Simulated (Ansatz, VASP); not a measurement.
# TaGe2N3 in VASP and in Ansatz

```
Ta Ge N
1.0
     5.38773    0.00000    0.00000
    -2.69387    4.66591    0.00000
     0.00000    0.00000    3.74629
Ta Ge N
1 2 3
Cartesian
  0.0000 0.0000 0.0000
  0.0000 3.1106 0.0000
  2.6939 1.5553 0.0000
  0.0000 3.1106 1.8731
  2.6939 1.5553 1.8731
  0.0000 0.0000 1.8731
```

Alike in both runs: functional PBE; k mesh 9 × 9 × 10; occupations gaussian, width 0.1 eV; no spin polarisation.

Ansatz relaxed the structure, and its values are those at the end. VASP's run is a single point on that final structure, the one shown.

```csv
,VASP,Ansatz
version,VASP 6.6.1,Ansatz 0.2.0
potentials or method,"VASP PAW PBE potentials, release 64 (Ta_pv, Ge_d, N), cutoff 520 eV","scalar-relativistic, plane waves, PAW"
valence electrons in the cell,54,56
```

|  | VASP | Ansatz | Ansatz less VASP |
| --- | --- | --- | --- |
| gap on the k mesh at the Fermi level (eV) | none | none | - |
| pressure (GPa) | 0.1 | 0.0 | -0.10 |

A gap of «none» marks a metal or a gap that the smearing closes. VASP's potentials hold 54 valence electrons a cell and Ansatz's 56, so a difference there can come from the potentials and not from the codes.

Neither program's run includes spin-orbit coupling.
